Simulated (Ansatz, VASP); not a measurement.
## Two plane-wave programs on AlH5

```
Al H
1.0
     0.00000    2.46515    2.46515
     2.46515    0.00000    2.46515
     2.46515    2.46515    0.00000
Al H
1 5
Direct
  0.00000 0.00000 0.00000
  0.75000 0.75000 0.75000
  0.37906 0.37906 0.86283
  0.37906 0.86283 0.37906
  0.37906 0.37906 0.37906
  0.86283 0.37906 0.37906
```

Change from the starting cell: species swapped into the ZrNi5 type (F-43m, No. 216).

Alike in both runs: functional PBE; k mesh 14 × 14 × 14; occupations gaussian, width 0.1 eV; no spin polarisation.

Ansatz relaxed the structure, and its values are those at the end. VASP's run is a single point on that final structure, the one shown.

|  | VASP | Ansatz |
| --- | --- | --- |
| version | VASP 6.6.1 | Ansatz 0.2.0 |
| potentials or method | VASP PAW PBE potentials, release 64 (Al, H), cutoff 520 eV | scalar-relativistic, plane waves, PAW |
| valence electrons in the cell | 8 | 8 |

```tsv
	VASP	Ansatz	Ansatz less VASP
gap on the k mesh at the Fermi level (eV)	none	none	-
pressure (GPa)	-0.3	0.0	+0.27
```

A gap of «none» marks a metal or a gap that the smearing closes.
